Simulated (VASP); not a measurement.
# GaN (Fm-3m) in VASP: single point with LDA

Aim: the single point of GaN with LDA.

Everything below comes from runs of VASP 6.6.1. Logs are shortened: lines on timing, memory, paths and dates and some standing lists are left out, and cuts for length are marked.

## Step 1: The cell of the first run

Symmetry: Fm-3m, No. 225, cubic system. The conventional cell has a = 4.183 Å, b = 4.183 Å, c = 4.183 Å, α = 90.00°, β = 90.00°, γ = 90.00°. Within 2.8 Å of Ga (site symmetry m-3m) lie 6 N at 2.09 Å. N (site symmetry m-3m) has 6 Ga at 2.09 Å within 2.8 Å.

## Step 2: Single point, LDA

Contents of INCAR:

```
SYSTEM = GaN
PREC = Accurate
ENCUT = 1330
EDIFF = 1E-6
ISMEAR = 0
SIGMA = 0.1
LREAL = .FALSE.
LASPH = .TRUE.
NELM = 120
ALGO = Normal
ISIF = 2
LWAVE = .FALSE.
LCHARG = .FALSE.
GGA = CA
NBANDS = 16
GGA_COMPAT = .FALSE.
```

Contents of KPOINTS:

```
Automatic mesh
0
G
  8 8 8
  0 0 0
```

Contents of POSCAR:

```
GaN
1.0
    0.0000000000      2.0912994710      2.0912994710
    2.0912994710      0.0000000000      2.0912994710
    2.0912994710      2.0912994710      0.0000000000
Ga N
1 1
Direct
    0.0000000000      0.0000000000      0.0000000000
    0.5000000000      0.5000000000      0.5000000000
```

Potentials or basis: VASP PAW LDA potentials, release 64 (Ga_d, N_h).

The run is started by

```console
> cat potpaw_LDA.64/Ga_d/POTCAR potpaw_LDA.64/N_h/POTCAR > POTCAR
> mpirun -np 1 vasp_std > vasp.out
```

OUTCAR:

```text
SYSTEM = GaN
   PREC = Accurate
   ENCUT = 1330
   EDIFF = 1E-6
   ISMEAR = 0
   LREAL = .FALSE.
   LASPH = .TRUE.
   NELM = 120
   ISIF = 2
   GGA = CA

 ion  position               nearest neighbor table
   1  0.000  0.000  0.000-   2 2.09   2 2.09   2 2.09   2 2.09   2 2.09   2 2.09
   2  0.500  0.500  0.500-   1 2.09   1 2.09   1 2.09   1 2.09   1 2.09   1 2.09

  LATTYP: Found a face centered cubic cell.
 ALAT       =     4.1825989420

  Lattice vectors:

 A1 = (   0.0000000000,   2.0912994710,   2.0912994710)
 A2 = (   2.0912994710,   0.0000000000,   2.0912994710)
 A3 = (   2.0912994710,   2.0912994710,   0.0000000000)

Analysis of symmetry for initial positions (statically):
=====================================================================
 Subroutine PRICEL returns:
 Original cell was already a primitive cell.

 Routine SETGRP: Setting up the symmetry group for a
 face centered cubic supercell.

 Subroutine GETGRP returns: Found 48 space group operations
 (whereof 48 operations were pure point group operations)
 out of a pool of 48 trial point group operations.

The static configuration has the point symmetry O_h .

Analysis of symmetry for dynamics (positions and initial velocities):
=====================================================================
 Subroutine PRICEL returns:
 Original cell was already a primitive cell.

 Routine SETGRP: Setting up the symmetry group for a
 face centered cubic supercell.

 Subroutine GETGRP returns: Found 48 space group operations
 (whereof 48 operations were pure point group operations)
 out of a pool of 48 trial point group operations.

The dynamic configuration has the point symmetry O_h .

 Subroutine INISYM returns: Found 48 space group operations
 (whereof 48 operations are pure point group operations),
 and found     1 'primitive' translations

----------------------------------------------------------------------------------------

                                     Primitive cell

  volume of cell :      18.2927

  direct lattice vectors                    reciprocal lattice vectors
     0.000000000  2.091299471  2.091299471    -0.239085797  0.239085797  0.239085797
     2.091299471  0.000000000  2.091299471     0.239085797 -0.239085797  0.239085797
     2.091299471  2.091299471  0.000000000     0.239085797  0.239085797 -0.239085797

  length of vectors
     2.957544075  2.957544075  2.957544075     0.414108747  0.414108747  0.414108747

  position of ions in fractional coordinates (direct lattice)
     0.000000000  0.000000000  0.000000000
     0.500000000  0.500000000  0.500000000

  ion indices of the primitive-cell ions
   primitive index   ion index
                 1           1
                 2           2

----------------------------------------------------------------------------------------

 KPOINTS: Automatic mesh

Automatic generation of k-mesh.
 Grid dimensions read from file:
 generate k-points for:    8    8    8

 Generating k-lattice:

  Cartesian coordinates                     Fractional coordinates (reciprocal lattice)
    -0.029885725  0.029885725  0.029885725     0.125000000  0.000000000  0.000000000
     0.029885725 -0.029885725  0.029885725     0.000000000  0.125000000  0.000000000
     0.029885725  0.029885725 -0.029885725     0.000000000  0.000000000  0.125000000

  Length of vectors
     0.051763593  0.051763593  0.051763593

  Shift w.r.t. Gamma in fractional coordinates (k-lattice)
     0.000000000  0.000000000  0.000000000

 Subroutine IBZKPT returns following result:
 ===========================================

 Found     29 irreducible k-points:

 Following reciprocal coordinates:
            Coordinates               Weight
  0.000000  0.000000  0.000000      1.000000
  0.125000  0.000000  0.000000      8.000000
  0.250000  0.000000  0.000000      8.000000
  0.375000  0.000000  0.000000      8.000000
  0.500000  0.000000  0.000000      4.000000
  0.125000  0.125000  0.000000      6.000000
[... 16 lines left out ...]
  0.500000  0.250000  0.125000     48.000000
 -0.375000  0.250000  0.125000     24.000000
 [... further k-points ...]
   k-points           NKPTS =     29   k-points in BZ     NKDIM =     29   number of bands    NBANDS=     16
   number of dos      NEDOS =    301   number of ions     NIONS =      2
   total plane-waves  NPLWV =  46656
   dimension x,y,z NGX =    36 NGY =   36 NGZ =   36
   dimension x,y,z NGXF=    72 NGYF=   72 NGZF=   72
   ions per type =               1   1
   NGX,Y,Z   is equivalent  to a cutoff of  20.24, 20.24, 20.24 a.u.
   NGXF,Y,Z  is equivalent  to a cutoff of  40.47, 40.47, 40.47 a.u.
 SYSTEM =  GaN
   PREC   = accura    normal or accurate (medium, high low for compatibility)
   ISTART =      0    job   : 0-new  1-cont  2-samecut
   ICHARG =      2    charge: 1-file 2-atom 10-const
   ISPIN  =      1    spin polarized calculation?
   LNONCOLLINEAR =      F non collinear calculations
   LSORBIT =      F    spin-orbit coupling
   LASPH  =      T    aspherical Exc in radial PAW
   ENCUT  = 1330.0 eV  97.75 Ry    9.89 a.u.   8.79  8.79  8.79*2*pi/ulx,y,z
   NELM   =    120;   NELMIN=  2; NELMDL= -5     # of ELM steps
   EDIFF  = 0.1E-05   stopping-criterion for ELM
   LREAL  =      F    real-space projection
   EDIFFG = 0.1E-04   stopping-criterion for IOM
   NSW    =      0    number of steps for IOM
   IBRION =     -1    ionic relax: 0-MD 1-quasi-New 2-CG
   NFREE  =      0    steps in history (QN), initial steepest desc. (CG)
   ISIF   =      2    stress and relaxation
   ISYM   =      2    0-nonsym 1-usesym 2-fastsym
   POTIM  = 0.5000    time-step for ionic-motion
   TEBEG  =    0.0;   TEEND  =   0.0 temperature during run
   PSTRESS=    0.0 pullay stress
   NELECT =      18.0000    total number of electrons
   NUPDOWN=      -1.0000    fix difference up-down
   EMIN   =  10.00;   EMAX   =-10.00  energy-range for DOS
   EFERMI =   0.00;   METHOD = LEGACY
   ISMEAR =     0;   SIGMA  =   0.10  broadening in eV -4-tet -1-fermi 0-gaus
   EFERMI_NEDOS =   21; number of points for ismear=-14 and -15
   IALGO  =     38    algorithm
   IMIX   =      4    mixing-type and parameters
     AMIX     =   0.40;   BMIX     =  1.00
     AMIX_MAG =   1.60;   BMIX_MAG =  1.00
  volume/ion in A,a.u.               =       9.15        61.72
  Fermi-wavevector in a.u.,A,eV,Ry     =   1.628319  3.077076 36.074788  2.651422
  Thomas-Fermi vector in A             =   2.720969
   LORBIT       =      0    0 simple, 1 ext, 2 COOP (PROOUT), +10 PAW based schemes
   GGA     = CA    functional components
   LHFCALC =     F    Hartree Fock is set to
   AEXX    =    0.0000 exact exchange contribution
   IVDW    =     0    specifies the selected vdW correction
   LEPSILON=     F    determine dielectric tensor
   LRPA    =     F    only Hartree local field effects (RPA)
 non-spin polarized calculation
 Gauss-broadening in eV      SIGMA  =   0.10
  energy-cutoff  :     1330.00
  volume of cell :       18.29
 maximum number of plane-waves:      2044
   NGX = 17   NGY = 17   NGZ = 17

 number of electron      17.9999999 magnetization

 Free energy of the ion-electron system (eV)
  ---------------------------------------------------
  ext. energy  EPLUGINS =         0.00000000
  ---------------------------------------------------
  free energy    TOTEN  =       -13.08418587 eV

  energy without entropy =      -13.08418578  energy(sigma->0) =      -13.08418583

 E-fermi :   8.7852     XC(G=0): -13.6786

 val. band max:        8.4534549140   @ k =  -0.2500   0.1250   0.0000
 cond. band min:       9.0855815811   @ k =   0.5000   0.5000   0.0000
 fundamental gap:      0.6321266672
 Fermi energy:         8.7852487823

 k-point     1 :       0.0000    0.0000    0.0000
  band No.  band energies     occupation
      1      -9.0511      2.00000
      2      -5.6233      2.00000
      3      -5.6233      2.00000
      4      -5.6233      2.00000
      5      -5.5173      2.00000
      6      -5.5173      2.00000
[... 8 lines left out ...]
     15      24.4469      0.00000
     16      24.4470      0.00000

 k-point     2 :       0.1250    0.0000    0.0000
  band No.  band energies     occupation
      1      -8.7335      2.00000
      2      -5.6371      2.00000
      3      -5.6118      2.00000
      4      -5.6118      2.00000
      5      -5.5344      2.00000
      6      -5.5344      2.00000
[... 8 lines left out ...]
     15      24.7661      0.00000
     16      24.7661      0.00000

 k-point     3 :       0.2500    0.0000    0.0000
  band No.  band energies     occupation
      1      -7.8321      2.00000
      2      -5.6738      2.00000
      3      -5.6738      2.00000
      4      -5.6689      2.00000
      5      -5.4839      2.00000
      6      -5.4839      2.00000
[... 8 lines left out ...]
     15      26.5077      0.00000
     16      26.5077      0.00000

 k-point     4 :       0.3750    0.0000    0.0000
  band No.  band energies     occupation
      1      -6.5867      2.00000
      2      -5.7612      2.00000
      3      -5.7612      2.00000
      4      -5.6954      2.00000
      5      -5.4056      2.00000
      6      -5.4056      2.00000
[... 8 lines left out ...]
     15      29.2772      0.00000
     16      29.2772      0.00000

 k-point     5 :       0.5000    0.0000    0.0000
  band No.  band energies     occupation
      1      -5.8721      2.00000
      2      -5.7979      2.00000
      3      -5.7979      2.00000
      4      -5.6684      2.00000
      5      -5.3719      2.00000
      6      -5.3719      2.00000
[... 8 lines left out ...]
     15      31.9036      0.00000
     16      31.9036      0.00000

 k-point     6 :       0.1250    0.1250    0.0000
  band No.  band energies     occupation
      1      -8.6401      2.00000
      2      -5.6530      2.00000
      3      -5.5905      2.00000
      4      -5.5873      2.00000
      5      -5.5873      2.00000
      6      -5.4995      2.00000
[... 8 lines left out ...]
     15      27.3840      0.00000
     16      27.3840      0.00000

 k-point     7 :       0.2500    0.1250    0.0000
  band No.  band energies     occupation
      1      -7.9851      2.00000
      2      -5.6840      2.00000
      3      -5.6527      2.00000
      4      -5.5915      2.00000
      5      -5.4981      2.00000
      6      -5.4600      2.00000
[... 8 lines left out ...]
     15      27.6906      0.00000
     16      28.6658      0.00000

 k-point     8 :       0.3750    0.1250    0.0000
  band No.  band energies     occupation
      1      -7.0271      2.00000
      2      -5.7504      2.00000
      3      -5.6692      2.00000
      4      -5.6240      2.00000
      5      -5.3907      2.00000
      6      -5.2636      2.00000
[... 8 lines left out ...]
     15      28.3239      0.00000
     16      30.6912      0.00000

 k-point     9 :       0.5000    0.1250    0.0000
  band No.  band energies     occupation
      1      -6.4312      2.00000
      2      -5.8064      2.00000
      3      -5.7414      2.00000
      4      -5.5489      2.00000
      5      -5.3659      2.00000
      6      -4.7662      2.00000
[... 8 lines left out ...]
     15      29.3862      0.00000
     16      32.0170      0.00000
[... 172 lines left out ...]
 k-point    19 :       0.5000    0.3750    0.0000
  band No.  band energies     occupation
      1      -7.2954      2.00000
      2      -5.7963      2.00000
      3      -5.4520      2.00000
      4      -5.3744      2.00000
      5      -5.3295      2.00000
      6      -2.9090      2.00000
[... 8 lines left out ...]
     15      34.6925      0.00000
     16      36.5467      0.00000

 k-point    20 :      -0.3750    0.3750    0.0000
  band No.  band energies     occupation
      1      -7.0837      2.00000
      2      -5.7465      2.00000
      3      -5.5481      2.00000
      4      -5.4662      2.00000
      5      -5.3521      2.00000
      6      -2.7661      2.00000
[... 8 lines left out ...]
     15      31.7049      0.00000
     16      33.9945      0.00000

 k-point    21 :       0.5000    0.5000    0.0000
  band No.  band energies     occupation
      1      -7.4018      2.00000
      2      -5.8276      2.00000
      3      -5.3957      2.00000
      4      -5.3125      2.00000
      5      -5.3125      2.00000
      6      -2.3241      2.00000
[... 8 lines left out ...]
     15      36.7304      0.00000
     16      36.9976      0.00000

 k-point    22 :       0.3750    0.2500    0.1250
  band No.  band energies     occupation
      1      -7.3772      2.00000
      2      -5.7000      2.00000
      3      -5.6467      2.00000
      4      -5.5699      2.00000
      5      -5.4855      2.00000
      6      -5.2203      2.00000
[... 8 lines left out ...]
     15      29.9414      0.00000
     16      30.3646      0.00000

 k-point    23 :       0.5000    0.2500    0.1250
  band No.  band energies     occupation
      1      -6.8667      2.00000
      2      -5.7271      2.00000
      3      -5.6578      2.00000
      4      -5.5791      2.00000
      5      -5.4027      2.00000
      6      -4.5331      2.00000
[... 8 lines left out ...]
     15      29.9622      0.00000
     16      31.4888      0.00000

 k-point    24 :      -0.3750    0.2500    0.1250
  band No.  band energies     occupation
      1      -6.7179      2.00000
      2      -5.7578      2.00000
      3      -5.6604      2.00000
      4      -5.5712      2.00000
      5      -5.3683      2.00000
      6      -3.9184      2.00000
[... 8 lines left out ...]
     15      27.6899      0.00000
     16      32.3800      0.00000

 [... further k-points ...]

------------------------ aborting loop because EDIFF is reached ----------------------------------------

  FORCE on cell =-STRESS in cart. coord.  units (eV):
  Direction    XX          YY          ZZ          XY          YZ          ZX
  --------------------------------------------------------------------------------------
  -------------------------------------------------------------------------------------
  Total        0.1126282      0.1126282      0.1126282     -0.0000000      0.0000000      0.0000000
  in kB        9.8645940      9.8645940      9.8645940     -0.0000000      0.0000000      0.0000000
  external PRESSURE =       9.8645940 kB  Pullay stress =       0.0000000 kB

 VOLUME and BASIS-vectors are now :
 -----------------------------------------------------------------------------
  energy-cutoff  :     1330.00
  volume of cell :       18.29
      direct lattice vectors                 reciprocal lattice vectors
     0.000000000  2.091299471  2.091299471    -0.239085797  0.239085797  0.239085797
     2.091299471  0.000000000  2.091299471     0.239085797 -0.239085797  0.239085797
     2.091299471  2.091299471  0.000000000     0.239085797  0.239085797 -0.239085797

 POSITION                                       TOTAL-FORCE (eV/Angst)
 -----------------------------------------------------------------------------------
      0.00000      0.00000      0.00000         0.000000      0.000000      0.000000
      2.09130      2.09130      2.09130        -0.000000     -0.000000     -0.000000
 -----------------------------------------------------------------------------------
    total drift:                                0.000000      0.000000      0.000000

  FREE ENERGIE OF THE ION-ELECTRON SYSTEM (eV)
  ---------------------------------------------------
  free  energy   TOTEN  =       -13.0841858681 eV

  energy  without entropy=      -13.0841857843  energy(sigma->0) =      -13.08418583
```

Run time: 32 s. Hardware: 1 thread of Intel Xeon Platinum 8488C (Sapphire Rapids), shared host; peak memory 0.19 GiB.

Results:

| Property | Result |
| --- | --- |
| Free energy | -13.0842 eV |
| Pressure | 1.0 GPa |
| Band gap on the k mesh | 0.63 eV (least direct gap 3.24 eV) |

A k mesh can miss the band edges.
